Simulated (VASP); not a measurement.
# Mo (Immm) in VASP: a series of runs, part 2 of 2

VASP 6.6.1. The steps go on from the part before.

## (3) Single point, PBE

Input file INCAR:

```
ALGO = Fast
EDIFF = 1E-7
ENCUT = 520
GGA = PE
ISIF = 2
ISMEAR = 0
LASPH = T
LCHARG = F
LREAL = F
LWAVE = F
NBANDS = 13
NELM = 100
PREC = Accurate
SIGMA = 0.15
```

Input file KPOINTS:

```
k-points
0
Gamma
  20 20 20
```

Input file POSCAR:

```
Mo
1.0
   -1.3142015537      1.7882717348      1.6382285225
    1.3142015537     -1.7882717348      1.6382285225
    1.3142015537      1.7882717348     -1.6382285225
Mo
1
Direct
    0.0000000000      0.0000000000      0.0000000000
```

Potentials or basis: VASP PAW PBE potentials, release 64 (Mo_sv).

Launch:

```sh
$ cat potpaw_PBE.64/Mo_sv/POTCAR > POTCAR
$ mpirun -np 1 vasp_std > vasp.out
```

OUTCAR:

```text
EDIFF = 1E-7
   ENCUT = 520
   GGA = PE
   ISIF = 2
   ISMEAR = 0
   LASPH = T
   LREAL = F
   NELM = 100
   PREC = Accurate

 ion  position               nearest neighbor table
   1  0.000  0.000  0.000-

  LATTYP: Found a body centered orthorhombic cell.
 ALAT       =     2.6284031074
 B/A-ratio  =     1.2465580473
 C/A-ratio  =     1.3607286719

  Lattice vectors:

 A1 = (   1.3142015537,  -1.7882717348,  -1.6382285225)
 A2 = (  -1.3142015537,  -1.7882717348,   1.6382285225)
 A3 = (  -1.3142015537,   1.7882717348,  -1.6382285225)

[... 557 lines left out ...]
      7      12.0990      2.00000
      8      12.3525      1.99965
      9      14.4061      0.00000
     10      16.8254      0.00000
     11      24.2269      0.00000
     12      26.9622      0.00000
     13      32.7501      0.00000

 [... further k-points ...]
[... 5 lines left out ...]
  --------------------------------------------------------------------------------------
  -------------------------------------------------------------------------------------
  Total        3.2065320      0.5964539      0.5637468      0.0000000      0.0000000      0.0000000
  in kB      333.5924402     62.0522411     58.6495545      0.0000000      0.0000000      0.0000000
  external PRESSURE =     151.4314119 kB  Pullay stress =       0.0000000 kB

 VOLUME and BASIS-vectors are now :
 -----------------------------------------------------------------------------
  energy-cutoff  :      520.00
  volume of cell :       15.40
      direct lattice vectors                 reciprocal lattice vectors
    -1.314201554  1.788271735  1.638228522     0.000000000  0.279599565  0.305207725
     1.314201554 -1.788271735  1.638228522     0.380459145  0.000000000  0.305207725
     1.314201554  1.788271735 -1.638228522     0.380459145  0.279599565  0.000000000

 POSITION                                       TOTAL-FORCE (eV/Angst)
 -----------------------------------------------------------------------------------
      0.00000      0.00000      0.00000        -0.000000     -0.000000     -0.000000
 -----------------------------------------------------------------------------------
    total drift:                               -0.000000     -0.000000      0.000000

  FREE ENERGIE OF THE ION-ELECTRON SYSTEM (eV)
  ---------------------------------------------------
  free  energy   TOTEN  =       -10.4726933388 eV

  energy  without entropy=      -10.4614178993  energy(sigma->0) =      -10.46705562
```

OSZICAR:

```text
N       E                     dE             d eps       ncg     rms          rms(c)
DAV:   1     0.936527502260E+02    0.93653E+02   -0.80730E+03 30623   0.111E+03
DAV:   2    -0.986291481355E+01   -0.10352E+03   -0.99641E+02 34786   0.312E+02
DAV:   3    -0.110377064357E+02   -0.11748E+01   -0.11709E+01 33961   0.331E+01
DAV:   4    -0.110404047237E+02   -0.26983E-02   -0.26982E-02 33796   0.192E+00
DAV:   5    -0.110404219180E+02   -0.17194E-04   -0.17195E-04 34331   0.137E-01    0.152E+01
RMM:   6    -0.105476891775E+02    0.49273E+00   -0.56589E-01 30335   0.714E+00    0.497E+00
RMM:   7    -0.104753435944E+02    0.72346E-01   -0.18334E-01 31123   0.403E+00    0.851E-01
RMM:   8    -0.104728150282E+02    0.25286E-02   -0.10572E-02 34242   0.114E+00    0.145E-01
RMM:   9    -0.104726997514E+02    0.11528E-03   -0.13038E-03 34712   0.403E-01    0.718E-02
RMM:  10    -0.104726956255E+02    0.41260E-05   -0.15268E-04 35147   0.149E-01    0.119E-02
RMM:  11    -0.104726946179E+02    0.10076E-05   -0.24838E-05 35247   0.574E-02    0.858E-03
RMM:  12    -0.104726935577E+02    0.10602E-05   -0.53411E-06 35257   0.261E-02    0.224E-03
RMM:  13    -0.104726932873E+02    0.27034E-06   -0.12696E-06 31279   0.101E-02    0.628E-04
RMM:  14    -0.104726933388E+02   -0.51493E-07   -0.21478E-07 21863   0.379E-03
   1 F= -.10472693E+02 E0= -.10467056E+02  d E =-.112754E-01
```

stdout:

```text
POSCAR found type information on POSCAR Mo
 POSCAR found :  1 types and       1 ions
 scaLAPACK will be used
 LDA part: xc-table for (Slater+PW92), standard interpolation
 POSCAR, INCAR and KPOINTS ok, starting setup
 FFT: planning ... GRIDC
 FFT: planning ... GRID_SOFT
 FFT: planning ... GRID
 WAVECAR not read
 entering main loop
WARNING in EDDRMM: call to ZHEGV failed, returncode =   8  4     13
```

Run time: 6.7 min. Hardware: 1 thread of AMD EPYC 7R43 (Zen 3), shared host; peak memory 0.29 GiB.

What came out:

| Quantity | Value |
| --- | --- |
| Free energy | -10.4727 eV |
| Pressure | 15.1 GPa |
| Band gap on the k mesh | zero (band 7 reaches 16.87 eV, above the bottom of band 8 at 11.07 eV) |

Stress tensor (GPa, compression positive):
```
33.36  0.00  0.00
 0.00  6.21  0.00
 0.00  0.00  5.86
```

Levels at points of the mesh, in eV from the Fermi level:
| k point | band 4 | band 5 | band 6 | band 7 | band 8 | band 9 | band 10 | band 11 |
| --- | --- | --- | --- | --- | --- | --- | --- | --- |
| (0.00, 0.00, 0.00) | -34.02 | -7.13 | -2.94 | -1.00 | 0.33 | 0.94 | 3.05 | 13.35 |
| (0.50, 0.00, 0.00) | -34.26 | -5.03 | -1.17 | -0.44 | 0.51 | 1.53 | 4.72 | 10.44 |
| (0.00, 0.50, 0.00) | -34.65 | -5.43 | -4.49 | 2.06 | 3.23 | 4.54 | 4.89 | 12.36 |
| (0.50, 0.50, 0.00) | -34.58 | -5.29 | -3.68 | 0.70 | 2.65 | 4.11 | 4.73 | 12.21 |
| (0.50, 0.50, 0.50) | -34.52 | -5.68 | -5.08 | 4.14 | 4.40 | 4.77 | 6.09 | 8.15 |

Caveat: the cell differs from its parent crystal (strain +e along x and -e along y -0.1500, strain +e along z and -e/2 along x and y +0.0367).

## (4) Single point, PBE

Input file INCAR:

```
ALGO     = Fast           # electronic algorithm
EDIFF    = 1E-7           # SCF threshold, eV
ENCUT    = 520            # plane-wave cutoff, eV
GGA      = PE             # functional
ISIF     = 2              # what is computed and relaxed
ISMEAR   = 0              # smearing method
LASPH    = True           # aspherical terms in the spheres
LCHARG   = False          # write CHGCAR
LREAL    = False          # projectors in reciprocal space
LWAVE    = False          # write WAVECAR
NBANDS   = 13             # bands
NELM     = 60             # most SCF steps
PREC     = Accurate       # precision mode
SIGMA    = 0.15           # smearing width, eV
```

KPOINTS is that of step 3.

Input file POSCAR:

```
Mo
1.0
   -1.3431988464      1.8172690276      1.5802339370
    1.3431988464     -1.8172690276      1.5802339370
    1.3431988464      1.8172690276     -1.5802339370
Mo
1
Direct
    0.0000000000      0.0000000000      0.0000000000
```

Potentials or basis: VASP PAW PBE potentials, release 64 (Mo_sv).

Launch:

```sh
$ cat potpaw_PBE.64/Mo_sv/POTCAR > POTCAR
$ mpirun -np 1 vasp_std > vasp.out
```

OUTCAR:

```text
EDIFF = 1E-7
   ENCUT = 520
   GGA = PE
   ISIF = 2
   ISMEAR = 0
   LASPH = True
   LREAL = False
   NELM = 60
   PREC = Accurate

 ion  position               nearest neighbor table
   1  0.000  0.000  0.000-

  LATTYP: Found a body centered orthorhombic cell.
 ALAT       =     2.6863976928
 B/A-ratio  =     1.1764705883
 C/A-ratio  =     1.3529411766

  Lattice vectors:

 A1 = (   1.3431988464,  -1.8172690276,  -1.5802339370)
 A2 = (  -1.3431988464,  -1.8172690276,   1.5802339370)
 A3 = (  -1.3431988464,   1.8172690276,  -1.5802339370)
[... 557 lines left out ...]
      6      11.5439      2.00000
      7      11.9892      2.00000
      8      12.1076      2.00000
      9      14.6497      0.00000
     10      16.6760      0.00000
     11      24.4433      0.00000
     12      26.8513      0.00000
     13      33.0880      0.00000

 [... further k-points ...]
[... 5 lines left out ...]
  --------------------------------------------------------------------------------------
  -------------------------------------------------------------------------------------
  Total        2.6988872      0.2852644      0.6922131      0.0000000      0.0000000     -0.0000000
  in kB      280.2556725     29.6222008     71.8802389      0.0000000      0.0000000     -0.0000000
  external PRESSURE =     127.2527041 kB  Pullay stress =       0.0000000 kB

 VOLUME and BASIS-vectors are now :
 -----------------------------------------------------------------------------
  energy-cutoff  :      520.00
  volume of cell :       15.43
      direct lattice vectors                 reciprocal lattice vectors
    -1.343198846  1.817269028  1.580233937     0.000000000  0.275138129  0.316408848
     1.343198846 -1.817269028  1.580233937     0.372245704  0.000000000  0.316408848
     1.343198846  1.817269028 -1.580233937     0.372245704  0.275138129  0.000000000

 POSITION                                       TOTAL-FORCE (eV/Angst)
 -----------------------------------------------------------------------------------
      0.00000      0.00000      0.00000         0.000000      0.000000      0.000000
 -----------------------------------------------------------------------------------
    total drift:                                0.000000     -0.000000      0.000000

  FREE ENERGIE OF THE ION-ELECTRON SYSTEM (eV)
  ---------------------------------------------------
  free  energy   TOTEN  =       -10.5221855486 eV

  energy  without entropy=      -10.5102904296  energy(sigma->0) =      -10.51623799
```

stdout:

```text
POSCAR found type information on POSCAR Mo
 POSCAR found :  1 types and       1 ions
 scaLAPACK will be used
 LDA part: xc-table for (Slater+PW92), standard interpolation
 POSCAR, INCAR and KPOINTS ok, starting setup
 FFT: planning ... GRIDC
 FFT: planning ... GRID_SOFT
 FFT: planning ... GRID
 WAVECAR not read
 entering main loop
```

Run time: 6.1 min. Hardware: 1 thread of AMD EPYC 7R43 (Zen 3), shared host; peak memory 0.28 GiB.

Results:

```yaml
Free_energy: -10.5222 eV
Pressure: 12.7 GPa
Band_gap_on_the_k_mesh: zero (band 7 reaches 16.70 eV, above the bottom of band 8 at 11.47 eV)
```

Levels at points of the mesh, in eV from the Fermi level:
| k point | band 4 | band 5 | band 6 | band 7 | band 8 | band 9 | band 10 | band 11 |
| --- | --- | --- | --- | --- | --- | --- | --- | --- |
| (0.00, 0.00, 0.00) | -34.03 | -7.07 | -2.54 | -0.63 | -0.06 | 0.97 | 2.87 | 13.21 |
| (0.50, 0.00, 0.00) | -34.28 | -4.98 | -0.97 | -0.74 | 0.75 | 2.09 | 4.68 | 10.70 |
| (0.00, 0.50, 0.00) | -34.58 | -5.39 | -4.51 | 2.62 | 3.32 | 4.75 | 4.80 | 12.35 |
| (0.50, 0.50, 0.00) | -34.46 | -5.17 | -3.17 | 0.39 | 2.37 | 4.17 | 4.54 | 12.23 |
| (0.50, 0.50, 0.50) | -34.57 | -5.57 | -4.97 | 4.07 | 4.49 | 4.75 | 5.79 | 9.12 |

Caveat: the cell differs from its parent crystal (strain +e along x and -e along y -0.1500, strain +e along z and -e/2 along x and y +0.0000).

## (5) Single point, PBE

Input file INCAR:

```
PREC = Accurate ; ENCUT = 520
EDIFF = 1E-7 ; ISMEAR = 0
SIGMA = 0.15 ; LREAL = F
LASPH = T ; NELM = 80
ALGO = Fast ; ISIF = 2
LWAVE = F ; LCHARG = T
GGA = PE ; LELF = T
LVHAR = T ; NBANDS = 13
```

Input file KPOINTS:

```
regular mesh
0
Gamma
  20 20 20
```

Input file POSCAR:

```
Mo
1.0
   -1.3352976768      1.6513444642      1.7540596701
    1.3352976768     -1.6513444642      1.7540596701
    1.3352976768      1.6513444642     -1.7540596701
Mo
1
Direct
    0.0000000000      0.0000000000      0.0000000000
```

Potentials or basis: VASP PAW PBE potentials, release 64 (Mo_sv).

Launch:

```sh
$ cat potpaw_PBE.64/Mo_sv/POTCAR > POTCAR
$ mpirun -np 1 vasp_std > vasp.out
```

OUTCAR:

```text
PREC = Accurate
   ENCUT = 520
   EDIFF = 1E-7
   ISMEAR = 0
   LREAL = F
   LASPH = T
   NELM = 80
   ISIF = 2
   GGA = PE

 ion  position               nearest neighbor table
   1  0.000  0.000  0.000-

  LATTYP: Found a body centered orthorhombic cell.
 ALAT       =     2.6705953536
 B/A-ratio  =     1.2366863905
 C/A-ratio  =     1.3136094674

  Lattice vectors:

 A1 = (  -1.3352976768,   1.6513444642,   1.7540596701)
 A2 = (   1.3352976768,  -1.6513444642,   1.7540596701)
[... 555 lines left out ...]
      4     -21.6688      2.00000
      5       7.7798      2.00000
      6      11.3772      2.00000
      7      12.0167      2.00000
      8      12.3178      1.99698
      9      14.3810      0.00000
     10      16.6513      0.00000
     11      24.1982      0.00000
     12      26.6399      0.00000
     13      32.7577      0.00000

 [... further k-points ...]
[... 5 lines left out ...]
  --------------------------------------------------------------------------------------
  -------------------------------------------------------------------------------------
  Total        3.0983782      0.3623755      0.2148686      0.0000000      0.0000000      0.0000000
  in kB      320.8668759     37.5274688     22.2517099      0.0000000      0.0000000      0.0000000
  external PRESSURE =     126.8820182 kB  Pullay stress =       0.0000000 kB

 VOLUME and BASIS-vectors are now :
 -----------------------------------------------------------------------------
  energy-cutoff  :      520.00
  volume of cell :       15.47
      direct lattice vectors                 reciprocal lattice vectors
    -1.335297677  1.651344464  1.754059670     0.000000000  0.302783587  0.285053016
     1.335297677 -1.651344464  1.754059670     0.374448341  0.000000000  0.285053016
     1.335297677  1.651344464 -1.754059670     0.374448341  0.302783587  0.000000000

 POSITION                                       TOTAL-FORCE (eV/Angst)
 -----------------------------------------------------------------------------------
      0.00000      0.00000      0.00000         0.000000      0.000000      0.000000
 -----------------------------------------------------------------------------------
    total drift:                               -0.000000     -0.000000      0.000000

  FREE ENERGIE OF THE ION-ELECTRON SYSTEM (eV)
  ---------------------------------------------------
  free  energy   TOTEN  =       -10.5191804281 eV

  energy  without entropy=      -10.5084073842  energy(sigma->0) =      -10.51379391
```

stdout:

```text
POSCAR found type information on POSCAR Mo
 POSCAR found :  1 types and       1 ions
 scaLAPACK will be used
 LDA part: xc-table for (Slater+PW92), standard interpolation
 POSCAR, INCAR and KPOINTS ok, starting setup
 FFT: planning ... GRIDC
 FFT: planning ... GRID_SOFT
 FFT: planning ... GRID
 WAVECAR not read
 entering main loop
```

It took 4.1 min on 1 thread of AMD EPYC 7R43 (Zen 3), shared host; peak memory 0.26 GiB.

What came out:

* Free energy: -10.5192 eV
* Pressure: 12.7 GPa
* Band gap on the k mesh: zero (band 7 reaches 16.76 eV, above the bottom of band 8 at 11.05 eV)

Stress tensor (GPa, compression positive):
```
32.09  0.00  0.00
 0.00  3.75  0.00
 0.00  0.00  2.23
```

Caveat: the cell differs from its parent crystal (strain +e along x and -e along y -0.1000, strain +e along z and -e/2 along x and y +0.1100).

## (6) Summary

```csv
cell,further INCAR settings,gap on the mesh (eV),pressure (GPa)
"a = 2.758 Å, angles 120.3, 96.0, 113.0°, 1 atom",ALGO = Fast; EDIFF = 1e-06; NBANDS = 13,none,11.4
"a = 2.758 Å, angles 123.1, 99.2, 107.1°, 1 atom",ALGO = Fast; EDIFF = 1e-07; NBANDS = 13,none,15.1
"a = 2.757 Å, angles 121.7, 97.5, 110.1°, 1 atom",ALGO = Fast; EDIFF = 1e-07; NBANDS = 13,none,12.7
"a = 2.754 Å, angles 122.0, 106.3, 100.9°, 1 atom",ALGO = Fast; EDIFF = 1e-07; NBANDS = 13,none,12.7
```

Alike in all rows: task single point; level PBE; potentials or basis VASP PAW PBE potentials, release 64 (Mo_sv); no spin polarisation; k mesh 20 × 20 × 20; cutoff (eV) 520; smearing gaussian 0.15 eV.

Total energies depend on the potentials used, so only differences within one code and one set of settings carry meaning.
